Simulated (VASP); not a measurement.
# SiC (Moissanite 3C) (F-43m) in VASP: notebook, part 2 of 2

VASP 6.6.1. The steps go on from the part before.

### 4 Density of states, PBEsol+D3(BJ)

Input file POSCAR:

```
SiC
1.0
    0.0000000000      2.1790000000      2.1790000000
    2.1790000000      0.0000000000      2.1790000000
    2.1790000000      2.1790000000      0.0000000000
Si C
1 1
Direct
    0.0000000000      0.0000000000      0.0000000000
    0.7500000000      0.7500000000      0.7500000000
```

Input file INCAR.step1:

```
SYSTEM = SiC
PREC     = Accurate       ! precision mode
ENCUT    = 520            ! plane-wave cutoff, eV
EDIFF    = 1E-6           ! SCF threshold, eV
ISMEAR   = 0              ! smearing method
SIGMA    = 0.05           ! smearing width, eV
LREAL    = .FALSE.        ! projectors in reciprocal space
LASPH    = .TRUE.         ! aspherical terms in the spheres
NELM     = 120            ! most SCF steps
ALGO     = Normal         ! electronic algorithm
ISIF     = 2              ! what is computed and relaxed
LWAVE    = .FALSE.        ! write WAVECAR
LCHARG   = .TRUE.         ! write CHGCAR
GGA      = PS             ! functional
IVDW     = 12             ! dispersion correction
NBANDS   = 11             ! bands
GGA_COMPAT= .FALSE.      
NEDOS    = 2001           ! points of the DOS
LORBIT   = 11             ! projections on sites
```

Input file KPOINTS.step1:

```
regular mesh
0
G
  10 10 10
  0 0 0
```

Input file INCAR.step2:

```
SYSTEM = SiC
PREC     = Accurate       ! precision mode
ENCUT    = 520            ! plane-wave cutoff, eV
EDIFF    = 1E-6           ! SCF threshold, eV
ISMEAR   = -5             ! smearing method
SIGMA    = 0.05           ! smearing width, eV
LREAL    = .FALSE.        ! projectors in reciprocal space
LASPH    = .TRUE.         ! aspherical terms in the spheres
NELM     = 120            ! most SCF steps
ALGO     = Normal         ! electronic algorithm
ISIF     = 2              ! what is computed and relaxed
LWAVE    = .FALSE.        ! write WAVECAR
LCHARG   = .FALSE.        ! write CHGCAR
GGA      = PS             ! functional
IVDW     = 12             ! dispersion correction
LORBIT   = 11             ! projections on sites
NBANDS   = 11             ! bands
NEDOS    = 2001           ! points of the DOS
ICHARG   = 11             ! starting density
GGA_COMPAT= .FALSE.
```

Input file KPOINTS.step2:

```
regular mesh
0
G
  15 15 15
  0 0 0
```

Potentials or basis: VASP PAW PBE potentials, release 64 (Si, C).

Started as:

```sh
$ cat potpaw_PBE.64/Si/POTCAR potpaw_PBE.64/C/POTCAR > POTCAR
$ cp INCAR.step1 INCAR
$ cp KPOINTS.step1 KPOINTS
$ mpirun -np 1 vasp_std > vasp.out
$ cp INCAR.step2 INCAR
$ cp KPOINTS.step2 KPOINTS
$ mpirun -np 1 vasp_std > vasp.out
```

OUTCAR:

```text
SYSTEM = SiC
   PREC = Accurate
   ENCUT = 520
   EDIFF = 1E-6
   ISMEAR = -5
   LREAL = .FALSE.
   LASPH = .TRUE.
   NELM = 120
   ISIF = 2
   GGA = PS
   IVDW = 12
   LORBIT = 11
   ICHARG = 11
 IVDW          = 12

 ion  position               nearest neighbor table
   1  0.000  0.000  0.000-   2 1.89   2 1.89   2 1.89   2 1.89
   2  0.750  0.750  0.750-   1 1.89   1 1.89   1 1.89   1 1.89

  LATTYP: Found a face centered cubic cell.
 ALAT       =     4.3580000000

  Lattice vectors:

 A1 = (   0.0000000000,   2.1790000000,   2.1790000000)
 A2 = (   2.1790000000,   0.0000000000,   2.1790000000)
 A3 = (   2.1790000000,   2.1790000000,   0.0000000000)

Analysis of symmetry for initial positions (statically):
=====================================================================
 Subroutine PRICEL returns:
 Original cell was already a primitive cell.

 Routine SETGRP: Setting up the symmetry group for a
 face centered cubic supercell.

 Subroutine GETGRP returns: Found 24 space group operations
 (whereof 24 operations were pure point group operations)
 out of a pool of 48 trial point group operations.

The static configuration has the point symmetry T_d .
[... 493 lines left out ...]
      1      -6.5886      2.00000
      2       5.8017      2.00000
      3       6.9581      2.00000
      4       7.1364      2.00000
      5      13.6934      0.00000
      6      15.4180      0.00000
      7      16.8240      0.00000
      8      16.9675      0.00000
      9      19.0378      0.00000
     10      23.0014      0.00000
     11      25.6526      0.00000

 [... further k-points ...]

------------------------ aborting loop because EDIFF is reached ----------------------------------------

 Edisp (eV)   -0.48353

 E8    (eV) :    -0.2872

  FORCE on cell =-STRESS in cart. coord.  units (eV):
  Direction    XX          YY          ZZ          XY          YZ          ZX
  --------------------------------------------------------------------------------------
  -------------------------------------------------------------------------------------
  Total      -0.46938    -0.46938    -0.46938     0.00000     0.00000     0.00000
  in kB     -36.34376   -36.34376   -36.34376     0.00000     0.00000     0.00000
  external pressure =      -36.34 kB  Pullay stress =        0.00 kB

 VOLUME and BASIS-vectors are now :
 -----------------------------------------------------------------------------
  energy-cutoff  :      520.00
  volume of cell :       20.69
      direct lattice vectors                 reciprocal lattice vectors
     0.000000000  2.179000000  2.179000000    -0.229463056  0.229463056  0.229463056
     2.179000000  0.000000000  2.179000000     0.229463056 -0.229463056  0.229463056
     2.179000000  2.179000000  0.000000000     0.229463056  0.229463056 -0.229463056

 POSITION                                       TOTAL-FORCE (eV/Angst)
 -----------------------------------------------------------------------------------
      0.00000      0.00000      0.00000         0.000000      0.000000      0.000000
      3.26850      3.26850      3.26850        -0.000000     -0.000000     -0.000000
 -----------------------------------------------------------------------------------
    total drift:                               -0.000000     -0.000000     -0.000000

  FREE ENERGIE OF THE ION-ELECTRON SYSTEM (eV)
  ---------------------------------------------------
  free  energy   TOTEN  =       -16.3986861826 eV

  energy  without entropy=      -16.3986861826  energy(sigma->0) =      -16.39868618

 total charge

# of ion       s       p       d       tot
------------------------------------------
    1        0.709   0.973   0.000   1.682
    2        0.833   1.699   0.000   2.532
--------------------------------------------------
tot          1.541   2.672   0.000   4.214
```

OSZICAR.step1:

```text
N       E                     dE             d eps       ncg     rms          rms(c)
DAV:   1     0.379501162672E+01    0.37950E+01   -0.38879E+03  1066   0.617E+02
DAV:   2    -0.170584667413E+02   -0.20853E+02   -0.19745E+02  1348   0.111E+02
DAV:   3    -0.177099969377E+02   -0.65153E+00   -0.65053E+00  1262   0.165E+01
DAV:   4    -0.177124191902E+02   -0.24223E-02   -0.24220E-02  1183   0.130E+00
DAV:   5    -0.177124299523E+02   -0.10762E-04   -0.10762E-04  1261   0.799E-02    0.874E+00
DAV:   6    -0.159944868439E+02    0.17179E+01   -0.60429E+00  1148   0.109E+01    0.393E+00
DAV:   7    -0.159296109019E+02    0.64876E-01   -0.37258E-01  1243   0.344E+00    0.176E+00
DAV:   8    -0.159151697274E+02    0.14441E-01   -0.21004E-02  1175   0.923E-01    0.164E-01
DAV:   9    -0.159149440466E+02    0.22568E-03   -0.17391E-03  1252   0.220E-01    0.110E-01
DAV:  10    -0.159149895613E+02   -0.45515E-04   -0.12483E-04  1169   0.704E-02    0.254E-02
DAV:  11    -0.159149897124E+02   -0.15114E-06   -0.12449E-05  1253   0.193E-02    0.589E-03
DAV:  12    -0.159149899747E+02   -0.26226E-06   -0.70554E-07   700   0.518E-03
   1 F= -.16398520E+02 E0= -.16398520E+02  d E =-.328539E-11
```

Wall time 14 s (1 thread of Intel Xeon 6975P-C, shared host); peak memory 0.16 GiB.

Results:

```
Valence electrons inside the program's atomic spheres : Si 1.68; C 2.53
Dispersion energy per atom                            : -0.242 eV
```

Levels at points of the mesh, in eV from the valence-band top:
```tsv
k point	band 1	band 2	band 3	band 4	band 5	band 6	band 7	band 8	band 9
(0.00, 0.00, 0.00)	-15.42	0.00	0.00	0.00	6.19	7.24	7.24	7.24	14.46
```

Caveat: the PAW data sets were made with another functional, which shifts forces and pressure a little.
